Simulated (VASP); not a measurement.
# Zn24S23O (a cell with a defect) (Wurtzite-6H) in VASP: single point with PBE

Aim: the single point of Zn24S23O (a cell with a defect) (Wurtzite-6H) with PBE.

All numbers are computed with VASP 6.6.1; they aren't measurements. Logs are shortened: lines on timing, memory, paths and dates and some standing lists are left out, and cuts for length are marked.

### Step 1. The cell of the first run

The cell holds a defect, 48 atoms: a = 7.624 Å, b = 7.624 Å, c = 18.690 Å, α = 90.00°, β = 90.00°, γ = 120.00°.

### Step 2. Single point, PBE

INCAR reads:

```
PREC     = Accurate       # precision mode
ENCUT    = 520            # plane-wave cutoff, eV
EDIFF    = 1E-6           # SCF threshold, eV
ISMEAR   = -1             # smearing method
SIGMA    = 0.01           # smearing width, eV
LREAL    = Auto         
LASPH    = True           # aspherical terms in the spheres
NELM     = 100            # most SCF steps
ALGO     = Normal         # electronic algorithm
ISIF     = 2              # what is computed and relaxed
LWAVE    = False          # write WAVECAR
LCHARG   = True           # write CHGCAR
GGA      = PE             # functional
LELF     = True           # ELF
LVHAR    = True         
NBANDS   = 246            # bands
```

KPOINTS reads:

```
regular mesh
0
Gamma
  3 3 1
```

POSCAR reads:

```
Zn24S23O
1.0
    7.6240000000      0.0000000000      0.0000000000
   -3.8120000000      6.6025776784      0.0000000000
    0.0000000000      0.0000000000     18.6899900000
Zn S O
24 23 1
Direct
    0.0006914229      0.0003457114      0.0001202022
    0.0000000000      0.5000000000      0.0032863659
    0.4996542886      0.0003457114      0.0001202022
    0.4996542886      0.4993085771      0.0001202022
    0.0308536500      0.0154268250      0.4950380436
    0.0000000000      0.5000000000      0.4969311382
    0.4845731750      0.0154268250      0.4950380436
    0.4845731750      0.4691463500      0.4950380436
    0.1684682209      0.3315317791      0.1701755781
    0.1684682209      0.8369364418      0.1701755781
    0.6630635582      0.3315317791      0.1701755781
    0.6666666667      0.8333333333      0.1672369884
    0.3333333333      0.1666666667      0.6681704068
    0.3342493398      0.6671246699      0.6628961105
    0.8328753301      0.1657506602      0.6628961105
    0.8328753301      0.6671246699      0.6628961105
    0.3333333333      0.1666666667      0.3492984138
    0.3326569691      0.6663284846      0.3338687726
    0.8336715154      0.1673430309      0.3338687726
    0.8336715154      0.6663284846      0.3338687726
    0.1653184463      0.3346815537      0.8324936863
    0.1653184463      0.8306368925      0.8324936863
    0.6693631075      0.3346815537      0.8324936863
    0.6666666667      0.8333333333      0.8322770263
    0.0007243369      0.0003621684      0.1258166940
    0.0000000000      0.5000000000      0.1295289378
    0.4996378316      0.0003621684      0.1258166940
    0.4996378316      0.4992756631      0.1258166940
    0.0053998586      0.0026999293      0.6211340605
    0.0000000000      0.5000000000      0.6227295311
    0.4973000707      0.0026999293      0.6211340605
    0.4973000707      0.4946001414      0.6211340605
    0.1703629074      0.3296370926      0.2961156647
    0.1703629074      0.8407258148      0.2961156647
    0.6592741852      0.3296370926      0.2961156647
    0.6666666667      0.8333333333      0.2918348294
    0.3333333333      0.1666666667      0.7924696333
    0.3341027510      0.6670513755      0.7889121965
    0.8329486245      0.1658972490      0.7889121965
    0.8329486245      0.6670513755      0.7889121965
    0.3359109332      0.6679554666      0.4583435489
    0.8320445334      0.1640890668      0.4583435489
    0.8320445334      0.6679554666      0.4583435489
    0.1657163559      0.3342836441      0.9581549919
    0.1657163559      0.8314327118      0.9581549919
    0.6685672882      0.3342836441      0.9581549919
    0.6666666667      0.8333333333      0.9577202571
    0.3333333333      0.1666666667      0.4593078225
```

Potentials or basis: VASP PAW PBE potentials, release 64 (Zn, S, O).

Command:

```
$ cat potpaw_PBE.64/Zn/POTCAR potpaw_PBE.64/S/POTCAR potpaw_PBE.64/O/POTCAR > POTCAR
$ mpirun -np 1 vasp_std > vasp.out
```

OUTCAR:

```text
PREC = Accurate
   ENCUT = 520
   EDIFF = 1E-6
   ISMEAR = -1
   LREAL = Auto
   LASPH = True
   NELM = 100
   ISIF = 2
   GGA = PE

 ion  position               nearest neighbor table
   1  0.001  0.000  0.000-  45 2.34  44 2.34  47 2.34  25 2.35
   2  0.000  0.500  0.003-  45 2.35  46 2.35  44 2.35  26 2.36
   3  0.500  0.000  0.000-  46 2.34  45 2.34  47 2.34  27 2.35
   4  0.500  0.499  0.000-  46 2.34  44 2.34  47 2.34  28 2.35
   5  0.031  0.015  0.495-  48 2.11  29 2.36  43 2.40  42 2.40
   6  0.000  0.500  0.497-  42 2.33  41 2.33  43 2.33  30 2.35
[... 40 lines left out ...]
  47  0.667  0.833  0.958-   4 2.34   1 2.34   3 2.34  24 2.34
  48  0.333  0.167  0.459-  17 2.06   8 2.11   5 2.11   7 2.11

  LATTYP: Found a hexagonal cell.
 ALAT       =     7.6240000000
 C/A-ratio  =     2.4514677335

  Lattice vectors:

 A1 = (   7.6240000000,   0.0000000000,   0.0000000000)
 A2 = (  -3.8120000000,   6.6025776784,   0.0000000000)
 A3 = (   0.0000000000,   0.0000000000,  18.6899900000)

Analysis of symmetry for initial positions (statically):
=====================================================================
 Subroutine PRICEL returns:
 Original cell was already a primitive cell.

 Routine SETGRP: Setting up the symmetry group for a
 hexagonal supercell.

 Subroutine GETGRP returns: Found  6 space group operations
 (whereof  2 operations were pure point group operations)
 out of a pool of 24 trial point group operations.

The static configuration has the point symmetry C_1h.
 The point group associated with its full space group is C_3v.

Analysis of symmetry for dynamics (positions and initial velocities):
=====================================================================
 Subroutine PRICEL returns:
 Original cell was already a primitive cell.

 Routine SETGRP: Setting up the symmetry group for a
 hexagonal supercell.

 Subroutine GETGRP returns: Found  6 space group operations
 (whereof  2 operations were pure point group operations)
 out of a pool of 24 trial point group operations.

The dynamic configuration has the point symmetry C_1h.
 The point group associated with its full space group is C_3v.

 Subroutine INISYM returns: Found  6 space group operations
 (whereof  2 operations are pure point group operations),
 and found     1 'primitive' translations

----------------------------------------------------------------------------------------

                                     Primitive cell

  volume of cell :     940.8177

  direct lattice vectors                    reciprocal lattice vectors
     7.624000000  0.000000000  0.000000000     0.131164743  0.075728000  0.000000000
    -3.812000000  6.602577678  0.000000000     0.000000000  0.151455999  0.000000000
     0.000000000  0.000000000 18.689990000     0.000000000  0.000000000  0.053504577

  length of vectors
     7.624000000  7.624000000 18.689990000     0.151455999  0.151455999  0.053504577

  position of ions in fractional coordinates (direct lattice)
     0.000691423  0.000345711  0.000120202
     0.000000000  0.500000000  0.003286366
     0.499654289  0.000345711  0.000120202
     0.499654289  0.499308577  0.000120202
     0.030853650  0.015426825  0.495038044
     0.000000000  0.500000000  0.496931138
[... 40 lines left out ...]
     0.666666667  0.833333333  0.957720257
     0.333333333  0.166666667  0.459307823

  ion indices of the primitive-cell ions
   primitive index   ion index
                 1           1
                 2           2
                 3           3
                 4           4
                 5           5
                 6           6
[... 40 lines left out ...]
                47          47
                48          48

----------------------------------------------------------------------------------------

 KPOINTS: regular mesh

Automatic generation of k-mesh.
 Grid dimensions read from file:
 generate k-points for:    3    3    1

 Generating k-lattice:

  Cartesian coordinates                     Fractional coordinates (reciprocal lattice)
     0.043721581  0.025242667  0.000000000     0.333333333  0.000000000  0.000000000
     0.000000000  0.050485333  0.000000000     0.000000000  0.333333333  0.000000000
     0.000000000  0.000000000  0.053504577     0.000000000  0.000000000  1.000000000

  Length of vectors
     0.050485333  0.050485333  0.053504577

  Shift w.r.t. Gamma in fractional coordinates (k-lattice)
     0.000000000  0.000000000  0.000000000

 Subroutine IBZKPT returns following result:
 ===========================================

 Found      3 irreducible k-points:

 Following reciprocal coordinates:
            Coordinates               Weight
  0.000000  0.000000  0.000000      1.000000
  0.333333  0.000000  0.000000      6.000000
  0.333333  0.333333  0.000000      2.000000
   k-points           NKPTS =      3   k-points in BZ     NKDIM =      3   number of bands    NBANDS=    246
   number of dos      NEDOS =    301   number of ions     NIONS =     48
   total plane-waves  NPLWV = 504000
   dimension x,y,z NGX =    60 NGY =   60 NGZ =  140
   dimension x,y,z NGXF=   120 NGYF=  120 NGZF=  280
   ions per type =              24  23   1
   NGX,Y,Z   is equivalent  to a cutoff of  13.08, 13.08, 12.45 a.u.
   NGXF,Y,Z  is equivalent  to a cutoff of  26.17, 26.17, 24.91 a.u.
 SYSTEM =  unknown system
   PREC   = accura    normal or accurate (medium, high low for compatibility)
   ISTART =      0    job   : 0-new  1-cont  2-samecut
   ICHARG =      2    charge: 1-file 2-atom 10-const
   ISPIN  =      1    spin polarized calculation?
   LNONCOLLINEAR =      F non collinear calculations
   LSORBIT =      F    spin-orbit coupling
   LASPH  =      T    aspherical Exc in radial PAW
   ENCUT  =  520.0 eV  38.22 Ry    6.18 a.u.  14.18 14.18 34.75*2*pi/ulx,y,z
   NELM   =    100;   NELMIN=  2; NELMDL= -5     # of ELM steps
   EDIFF  = 0.1E-05   stopping-criterion for ELM
   LREAL  =      T    real-space projection
   EDIFFG = 0.1E-04   stopping-criterion for IOM
   NSW    =      0    number of steps for IOM
   IBRION =     -1    ionic relax: 0-MD 1-quasi-New 2-CG
   NFREE  =      0    steps in history (QN), initial steepest desc. (CG)
   ISIF   =      2    stress and relaxation
   ISYM   =      2    0-nonsym 1-usesym 2-fastsym
   POTIM  = 0.5000    time-step for ionic-motion
   TEBEG  =    0.0;   TEEND  =   0.0 temperature during run
   PSTRESS=    0.0 pullay stress
   NELECT =     432.0000    total number of electrons
   NUPDOWN=      -1.0000    fix difference up-down
   EMIN   =  10.00;   EMAX   =-10.00  energy-range for DOS
   EFERMI =   0.00;   METHOD = LEGACY
   ISMEAR =    -1;   SIGMA  =   0.01  broadening in eV -4-tet -1-fermi 0-gaus
   EFERMI_NEDOS =   21; number of points for ismear=-14 and -15
   IALGO  =     38    algorithm
   IMIX   =      4    mixing-type and parameters
     AMIX     =   0.40;   BMIX     =  1.00
     AMIX_MAG =   1.60;   BMIX_MAG =  1.00
  volume/ion in A,a.u.               =      19.60       132.27
  Fermi-wavevector in a.u.,A,eV,Ry     =   1.262993  2.386711 21.703349  1.595151
  Thomas-Fermi vector in A             =   2.396373
   LORBIT       =      0    0 simple, 1 ext, 2 COOP (PROOUT), +10 PAW based schemes
   GGA     = PE    functional components
   LHFCALC =     F    Hartree Fock is set to
   AEXX    =    0.0000 exact exchange contribution
   IVDW    =     0    specifies the selected vdW correction
   LEPSILON=     F    determine dielectric tensor
   LRPA    =     F    only Hartree local field effects (RPA)
 non-spin polarized calculation
  energy-cutoff  :      520.00
  volume of cell :      940.82
 maximum number of plane-waves:     25428
 NGX is ok and might be reduce to    60
   NGX = 29   NGY = 29   NGZ = 69

 number of electron     432.0000211 magnetization

 Free energy of the ion-electron system (eV)
  ---------------------------------------------------
  ext. energy  EPLUGINS =         0.00000000
  ---------------------------------------------------
  free energy    TOTEN  =      -165.73980214 eV

  energy without entropy =     -165.73980214  energy(sigma->0) =     -165.73980214

 E-fermi :   2.3066     XC(G=0):  -9.6187

 val. band max:        2.0262203263   @ k =   0.0000   0.0000   0.0000
 cond. band min:       3.5745038606   @ k =   0.0000   0.0000   0.0000
 fundamental gap:      1.5482835342
 Fermi energy:         2.3065926625

 k-point     1 :       0.0000    0.0000    0.0000
  band No.  band energies     occupation
      1     -15.4677      2.00000
      2     -11.0574      2.00000
      3     -10.8813      2.00000
      4     -10.8092      2.00000
      5     -10.4330      2.00000
      6     -10.3698      2.00000
[... 220 lines left out ...]
    227       5.6141      0.00000
    228       5.6513      0.00000

 k-point     2 :       0.3333    0.0000    0.0000
  band No.  band energies     occupation
      1     -15.4671      2.00000
      2     -10.8793      2.00000
      3     -10.7137      2.00000
      4     -10.6591      2.00000
      5     -10.4486      2.00000
      6     -10.3265      2.00000
[... 220 lines left out ...]
    227       6.3087      0.00000
    228       6.3167      0.00000

 k-point     3 :       0.3333    0.3333    0.0000
  band No.  band energies     occupation
      1     -15.4668      2.00000
      2     -10.5839      2.00000
      3     -10.5792      2.00000
      4     -10.5634      2.00000
      5     -10.4455      2.00000
      6     -10.4313      2.00000
[... 220 lines left out ...]
    227       6.4937      0.00000
    228       6.5155      0.00000
 [bands above 228 left out]

------------------------ aborting loop because EDIFF is reached ----------------------------------------

  FORCE on cell =-STRESS in cart. coord.  units (eV):
  Direction    XX          YY          ZZ          XY          YZ          ZX
  --------------------------------------------------------------------------------------
  -------------------------------------------------------------------------------------
  Total        5.1547596      5.1547596      4.9689553      0.0000000      0.0000000     -0.0000000
  in kB        8.7783627      8.7783627      8.4619450      0.0000000      0.0000000     -0.0000000
  external PRESSURE =       8.6728901 kB  Pullay stress =       0.0000000 kB

 VOLUME and BASIS-vectors are now :
 -----------------------------------------------------------------------------
  energy-cutoff  :      520.00
  volume of cell :      940.82
      direct lattice vectors                 reciprocal lattice vectors
     7.624000000  0.000000000  0.000000000     0.131164743  0.075728000  0.000000000
    -3.812000000  6.602577678  0.000000000     0.000000000  0.151455999  0.000000000
     0.000000000  0.000000000 18.689990000     0.000000000  0.000000000  0.053504577

 POSITION                                       TOTAL-FORCE (eV/Angst)
 -----------------------------------------------------------------------------------
      0.00395      0.00228      0.00225         0.001502      0.000867      0.002048
     -1.90600      3.30129      0.06142         0.000000     -0.000000      0.003242
      3.80805      0.00228      0.00225        -0.001502      0.000867      0.002048
      1.90600      3.29672      0.00225         0.000000     -0.001734      0.002048
      0.17642      0.10186      9.25226        -0.010696     -0.006176      0.008369
     -1.90600      3.30129      9.28764         0.000000     -0.000000     -0.001862
[... 40 lines left out ...]
      1.90600      5.50215     17.89978         0.000000     -0.000000     -0.004370
      1.90600      1.10043      8.58446         0.000000     -0.000000      0.020003
 -----------------------------------------------------------------------------------
    total drift:                               -0.000005     -0.000000      0.018875

  FREE ENERGIE OF THE ION-ELECTRON SYSTEM (eV)
  ---------------------------------------------------
  free  energy   TOTEN  =      -165.7398021353 eV

  energy  without entropy=     -165.7398021353  energy(sigma->0) =     -165.73980214
```

Wall time 26 min (1 thread of Intel Xeon 6975P-C (Granite Rapids), shared host); peak memory 1.2 GiB.

Results:

```
Free energy            : -165.7398 eV
Pressure               : 0.9 GPa
Largest force          : 0.031 eV/Å
Band gap on the k mesh : 1.55 eV
```

Forces on the atoms (eV/Å):
```
Zn   0.002  0.001  0.002
Zn   0.000  0.000  0.003
Zn  -0.002  0.001  0.002
Zn   0.000 -0.002  0.002
Zn  -0.011 -0.006  0.008
Zn   0.000  0.000 -0.002
Zn   0.011 -0.006  0.008
Zn   0.000  0.012  0.008
Zn   0.001 -0.001  0.006
Zn   0.000  0.002  0.006
Zn  -0.001 -0.001  0.006
Zn   0.000  0.000  0.006
Zn   0.000  0.000  0.004
Zn   0.003  0.002 -0.001
Zn   0.000 -0.004 -0.001
Zn  -0.003  0.002 -0.001
Zn   0.000  0.000 -0.031
Zn  -0.003 -0.002 -0.012
Zn   0.000  0.003 -0.012
Zn   0.003 -0.002 -0.012
Zn   0.007 -0.004  0.000
Zn   0.000  0.008  0.000
Zn  -0.007 -0.004  0.000
Zn   0.000  0.000  0.004
S   -0.002 -0.001 -0.003
S    0.000  0.000 -0.003
S    0.002 -0.001 -0.003
S    0.000  0.002 -0.003
S   -0.004 -0.002 -0.001
S    0.000  0.000 -0.001
S    0.004 -0.002 -0.001
S    0.000  0.005 -0.001
S   -0.001  0.001  0.000
S    0.000 -0.001  0.000
S    0.001  0.001  0.000
S    0.000  0.000 -0.004
S    0.000  0.000  0.000
S    0.000  0.000 -0.004
S    0.000  0.000 -0.004
S    0.000  0.000 -0.004
S    0.003  0.002  0.010
S    0.000 -0.003  0.010
S   -0.003  0.002  0.010
S    0.000  0.000 -0.003
S    0.000  0.000 -0.003
S    0.000  0.000 -0.003
S    0.000  0.000 -0.004
O    0.000  0.000  0.020
```
